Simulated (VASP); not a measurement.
# BN (P6_3mc) in VASP: elastic constants with PBEsol

Aim: the elastic constants of BN with PBEsol.

All numbers are computed with VASP 6.6.1; they aren't measurements. Logs are shortened: lines on timing, memory, paths and dates and some standing lists are left out, and cuts for length are marked.

## 1. The cell of the first run

The structure is hexagonal, space group P6_3mc (No. 186). The conventional cell has a = 2.541 Å, b = 2.541 Å, c = 4.203 Å, α = 90.00°, β = 90.00°, γ = 120.00°. Within 2.1 Å of B (site symmetry 3m) lie 4 N at 1.56 to 1.57 Å. Within 2.1 Å of N (site symmetry 3m) lie 4 B at 1.56 to 1.57 Å.

## 2. Elastic constants, PBEsol

The input, INCAR:

```
SYSTEM = BN
ALGO = Normal ; EDIFF = 1E-8
ENCUT = 600 ; GGA = PS
GGA_COMPAT = .False. ; IBRION = 6
ISIF = 3 ; ISMEAR = 0
LASPH = .True. ; LCHARG = .True.
LREAL = .False. ; LWAVE = .False.
NELM = 120 ; NFREE = 2
NSW = 1 ; POTIM = 0.015
PREC = Accurate ; SIGMA = 0.01
```

The input, KPOINTS:

```
k-points
0
Gamma
  12 12 6
  0 0 0
```

The input, POSCAR:

```
BN
1.0
    2.5405721540      0.0000000000      0.0000000000
   -1.2702860770      2.2002000255      0.0000000000
    0.0000000000      0.0000000000      4.2026429164
B N
2 2
Direct
    0.6666666667      0.3333333333      0.9997366350
    0.3333333333      0.6666666667      0.4997366350
    0.6666666667      0.3333333333      0.6252633650
    0.3333333333      0.6666666667      0.1252633650
```

Potentials or basis: VASP PAW PBE potentials, release 64 (B, N).

On the command line:

```sh
cat potpaw_PBE.64/B/POTCAR potpaw_PBE.64/N/POTCAR > POTCAR
mpirun -np 1 vasp_std > vasp.out
```

OUTCAR:

```text
SYSTEM = BN
   EDIFF = 1E-8
   ENCUT = 600
   GGA = PS
   IBRION = 6
   ISIF = 3
   ISMEAR = 0
   LASPH = .True.
   LREAL = .False.
   NELM = 120
   NFREE = 2
   NSW = 1
   POTIM = 0.015
   PREC = Accurate

 ion  position               nearest neighbor table
   1  0.667  0.333  1.000-   4 1.56   4 1.56   4 1.56   3 1.57
   2  0.333  0.667  0.500-   3 1.56   3 1.56   3 1.56   4 1.57
   3  0.667  0.333  0.625-   2 1.56   2 1.56   2 1.56   1 1.57
   4  0.333  0.667  0.125-   1 1.56   1 1.56   1 1.56   2 1.57

  LATTYP: Found a hexagonal cell.
 ALAT       =     2.5405721540
 C/A-ratio  =     1.6542112019

  Lattice vectors:

 A1 = (   2.5405721540,   0.0000000000,   0.0000000000)
 A2 = (  -1.2702860770,   2.2002000255,   0.0000000000)
 A3 = (   0.0000000000,   0.0000000000,   4.2026429164)

Analysis of symmetry for initial positions (statically):
=====================================================================
 Subroutine PRICEL returns:
 Original cell was already a primitive cell.

 Routine SETGRP: Setting up the symmetry group for a
 hexagonal supercell.

 Subroutine GETGRP returns: Found 12 space group operations
 (whereof  6 operations were pure point group operations)
 out of a pool of 24 trial point group operations.

The static configuration has the point symmetry C_3v.
 The point group associated with its full space group is C_6v.

Analysis of symmetry for dynamics (positions and initial velocities):
=====================================================================
 Subroutine PRICEL returns:
 Original cell was already a primitive cell.

 Routine SETGRP: Setting up the symmetry group for a
 hexagonal supercell.

 Subroutine GETGRP returns: Found 12 space group operations
 (whereof  6 operations were pure point group operations)
 out of a pool of 24 trial point group operations.

The dynamic configuration has the point symmetry C_3v.
 The point group associated with its full space group is C_6v.

 Subroutine INISYM returns: Found 12 space group operations
 (whereof  6 operations are pure point group operations),
 and found     1 'primitive' translations

----------------------------------------------------------------------------------------

                                     Primitive cell

  volume of cell :      23.4918

  direct lattice vectors                    reciprocal lattice vectors
     2.540572154  0.000000000  0.000000000     0.393612123  0.227252065  0.000000000
    -1.270286077  2.200200026  0.000000000     0.000000000  0.454504131  0.000000000
     0.000000000  0.000000000  4.202642916     0.000000000  0.000000000  0.237945507

  length of vectors
     2.540572154  2.540572154  4.202642916     0.454504131  0.454504131  0.237945507

  position of ions in fractional coordinates (direct lattice)
     0.666666667  0.333333333  0.999736635
     0.333333333  0.666666667  0.499736635
     0.666666667  0.333333333  0.625263365
     0.333333333  0.666666667  0.125263365

  ion indices of the primitive-cell ions
   primitive index   ion index
                 1           1
                 2           2
                 3           3
                 4           4

----------------------------------------------------------------------------------------

 KPOINTS: k-points

Automatic generation of k-mesh.
 Grid dimensions read from file:
 generate k-points for:   12   12    6

 Generating k-lattice:

  Cartesian coordinates                     Fractional coordinates (reciprocal lattice)
     0.032801010  0.018937672  0.000000000     0.083333333  0.000000000  0.000000000
     0.000000000  0.037875344  0.000000000     0.000000000  0.083333333  0.000000000
     0.000000000  0.000000000  0.039657585     0.000000000  0.000000000  0.166666667

  Length of vectors
     0.037875344  0.037875344  0.039657585

  Shift w.r.t. Gamma in fractional coordinates (k-lattice)
[... 71 lines left out ...]
     AMIX     =   0.40;   BMIX     =  1.00
     AMIX_MAG =   1.60;   BMIX_MAG =  1.00
  volume/ion in A,a.u.               =       5.87        39.63
  Fermi-wavevector in a.u.,A,eV,Ry     =   1.440377  2.721917 28.227805  2.074685
  Thomas-Fermi vector in A             =   2.559128
   LORBIT       =      0    0 simple, 1 ext, 2 COOP (PROOUT), +10 PAW based schemes
   GGA     = PS    functional components
   LHFCALC =     F    Hartree Fock is set to
   AEXX    =    0.0000 exact exchange contribution
   IVDW    =     0    specifies the selected vdW correction
   LEPSILON=     F    determine dielectric tensor
   LRPA    =     F    only Hartree local field effects (RPA)
 finite differences with symmetry
 non-spin polarized calculation
 Gauss-broadening in eV      SIGMA  =   0.01
  energy-cutoff  :      600.00
  volume of cell :       23.49
 maximum number of plane-waves:       801
   NGX = 11   NGY = 11   NGZ = 17

--------------------------------------- Ionic step        1  -------------------------------------------

 number of electron      16.0000003 magnetization

 Free energy of the ion-electron system (eV)
  ---------------------------------------------------
  ext. energy  EPLUGINS =         0.00000000
  ---------------------------------------------------
  free energy    TOTEN  =       -36.63333374 eV

  energy without entropy =      -36.63333374  energy(sigma->0) =      -36.63333374

------------------------ aborting loop because EDIFF is reached ----------------------------------------

  FORCE on cell =-STRESS in cart. coord.  units (eV):
  Direction    XX          YY          ZZ          XY          YZ          ZX
  --------------------------------------------------------------------------------------
  -------------------------------------------------------------------------------------
  Total        0.0779936      0.0779936      0.0684108      0.0000000      0.0000000      0.0000000
  in kB        5.3192829      5.3192829      4.6657227      0.0000000      0.0000000      0.0000000
  external PRESSURE =       5.1014295 kB  Pullay stress =       0.0000000 kB
[... 95 lines left out ...]
  FREE ENERGIE OF THE ION-ELECTRON SYSTEM (eV)
  ---------------------------------------------------
  free  energy   TOTEN  =       -36.6156150803 eV

  energy  without entropy=      -36.6156150803  energy(sigma->0) =      -36.61561508

[... ionic steps 4 to 18 ...]

--------------------------------------- Ionic step       19  -------------------------------------------

 number of electron      16.0000002 magnetization

------------------------ aborting loop because EDIFF is reached ----------------------------------------
[... 71 lines left out ...]
--------------------------------------- Ionic step       21  -------------------------------------------

 number of electron      16.0000002 magnetization

 Free energy of the ion-electron system (eV)
  ---------------------------------------------------
  ext. energy  EPLUGINS =         0.00000000
  ---------------------------------------------------
  free energy    TOTEN  =       -36.62905755 eV

  energy without entropy =      -36.62905755  energy(sigma->0) =      -36.62905755

 E-fermi :   7.6295     XC(G=0): -13.0345

 val. band max:        7.5578775420   @ k =   0.0000   0.0000   0.0000
 cond. band min:      12.6196364976   @ k =   0.3333   0.3333   0.0000
 fundamental gap:      5.0617589556
 Fermi energy:         7.6294722166

 k-point     1 :       0.0000    0.0000    0.0000
  band No.  band energies     occupation
      1     -12.9064      2.00000
      2      -8.6725      2.00000
      3      -3.4580      2.00000
      4       5.4273      2.00000
      5       5.4273      2.00000
      6       7.3904      2.00000
      7       7.5579      2.00000
      8       7.5579      2.00000
      9      15.9437      0.00000
     10      15.9437      0.00000
     11      16.0881      0.00000
     12      17.1415      0.00000
[... 331 lines left out ...]
 k-point    24 :       0.3333    0.0000    0.1667
  band No.  band energies     occupation
      1     -10.4318      2.00000
      2      -7.6159      2.00000
      3      -1.3203      2.00000
      4       0.1389      2.00000
      5       1.5450      2.00000
      6       3.2194      2.00000
      7       5.1173      2.00000
      8       5.6235      2.00000
      9      14.3683      0.00000
     10      15.8166      0.00000
     11      18.5341      0.00000
     12      18.5733      0.00000

 [... further k-points ...]
[... 5 lines left out ...]
  --------------------------------------------------------------------------------------
  -------------------------------------------------------------------------------------
  Total        0.1069061      0.1069061      0.0630884      0.0000000      0.0000000      0.0000000
  in kB        7.2911654      7.2911654      4.3027263      0.0000000      0.0000000      0.0000000
  external PRESSURE =       6.2950190 kB  Pullay stress =       0.0000000 kB
[... 19 lines left out ...]
  FREE ENERGIE OF THE ION-ELECTRON SYSTEM (eV)
  ---------------------------------------------------
  free  energy   TOTEN  =       -36.6290575467 eV

  energy  without entropy=      -36.6290575467  energy(sigma->0) =      -36.62905755

 INTERNAL STRAIN TENSORS FROM STRAINED CELLS
 ============================================

 INTERNAL STRAIN TENSOR FOR ION    1 for displacements in x,y,z  (eV/Angst):
          X           Y           Z          XY          YZ          ZX
  --------------------------------------------------------------------------------
  x     0.00000     0.00000    -0.00000     3.01299     0.00000     3.06223
  y     3.02969    -3.05339     0.00000    -0.00000     3.05937     0.00003
  z     1.76315     1.76952    -1.26544     0.00005     0.00398    -0.00000

 INTERNAL STRAIN TENSORS FROM DISPLACED ATOMS
 ============================================

 INTERNAL STRAIN TENSOR FOR ION    1 for displacements in x,y,z  (eV/Angst):
          X           Y           Z          XY          YZ          ZX
  --------------------------------------------------------------------------------
  x    -0.00000     0.00000    -0.00000     3.01737     0.00000     3.05837
  y     3.01737    -3.01737     0.00000     0.00000     3.05837     0.00000
  z     1.75055     1.75055    -1.22733     0.00000     0.00000     0.00000

 INTERNAL STRAIN TENSOR FOR ION    4 for displacements in x,y,z  (eV/Angst):
          X           Y           Z          XY          YZ          ZX
  --------------------------------------------------------------------------------
  x     0.00000     0.00000     0.00000    -5.24956     0.00000    -3.06114
  y    -5.24956     5.24956     0.00000     0.00000    -3.06114     0.00000
  z    -1.75045    -1.75045     1.22769     0.00000    -0.00000     0.00000

 Eigenvectors and eigenvalues of the dynamical matrix
 ----------------------------------------------------

   1 f  =   33.531058 THz   210.681852 2PiTHz 1118.475708 cm-1   138.673252 meV
             X         Y         Z           dx          dy          dz
      1.270286  0.733400  4.201536    -0.000000    0.000000    0.628733
     -0.000000  1.466800  2.100215    -0.000000    0.000000   -0.628733
      1.270286  0.733400  2.627759     0.000000   -0.000000    0.323566
     -0.000000  1.466800  0.526437     0.000000   -0.000000   -0.323566
[... 71 lines left out ...]
  12 f/i=    0.001744 THz     0.010957 2PiTHz    0.058171 cm-1     0.007212 meV
             X         Y         Z           dx          dy          dz
      1.270286  0.733400  4.201536     0.000000    0.000000    0.466783
     -0.000000  1.466800  2.100215     0.000000    0.000000    0.466783
      1.270286  0.733400  2.627759     0.000000    0.000000    0.531144
     -0.000000  1.466800  0.526437     0.000000    0.000000    0.531144

--------------------------------------------------------------------------------------------------------

 ELASTIC MODULI CONTR FROM IONIC RELAXATION (kBar)
 Direction    XX          YY          ZZ          XY          YZ          ZX
 --------------------------------------------------------------------------------
 XX        -161.0733    126.0276     12.2876     -0.0000     -0.0000     -0.0000
 YY         126.0276   -161.0733     12.2876      0.0000      0.0000      0.0000
 ZZ          12.2876     12.2876     -8.6165      0.0000     -0.0000      0.0000
 XY          -0.0000      0.0000      0.0000   -143.5505     -0.0000      0.0000
 YZ          -0.0000      0.0000     -0.0000     -0.0000    -50.2975      0.0000
 ZX          -0.0000      0.0000      0.0000      0.0000      0.0000    -50.2975
 --------------------------------------------------------------------------------

 TOTAL ELASTIC MODULI (kBar)
 Direction    XX          YY          ZZ          XY          YZ          ZX
 --------------------------------------------------------------------------------
 XX        9539.8554   1416.5361    622.1006     -0.0000     -0.0000     -0.0000
 YY        1416.5361   9539.8554    622.1006      0.0000      0.0000      0.0000
 ZZ         622.1006    622.1006  10551.8507      0.0000     -0.0000      0.0000
 XY          -0.0000      0.0000      0.0000   4061.6596     -0.0000      0.0000
 YZ          -0.0000      0.0000     -0.0000     -0.0000   3334.0976      0.0000
 ZX          -0.0000      0.0000      0.0000     -0.0000      0.0000   3334.0977
 --------------------------------------------------------------------------------
```

Wall time 9.1 min (1 thread of Intel Xeon 8259CL, shared host); peak memory 0.38 GiB.

Results:

```
Voigt bulk modulus                                      : 388 GPa
Highest phonon frequency at Γ, LO-TO splitting left out : 1118 cm⁻¹
```

Phonon frequencies in cm⁻¹ (negative: imaginary):
```
              q point                                    frequencies
(0.000, 0.000, 0.000)  0 0 0 469 469 968 968 973 1031 1064 1064 1118
```

Elastic tensor in Voigt notation (GPa, in the Cartesian axes of the cell as first typed):
```
 954  142   62    0    0    0
 142  954   62    0    0    0
  62   62 1055    0    0    0
   0    0    0  333    0    0
   0    0    0    0  333    0
   0    0    0    0    0  406
```

Clamped-ion elastic tensor (GPa):
```
 970  129   61    0    0    0
 129  970   61    0    0    0
  61   61 1056    0    0    0
   0    0    0  338    0    0
   0    0    0    0  338    0
   0    0    0    0    0  421
```

Caveat: the PAW data sets were made with another functional, which shifts forces and pressure a little.
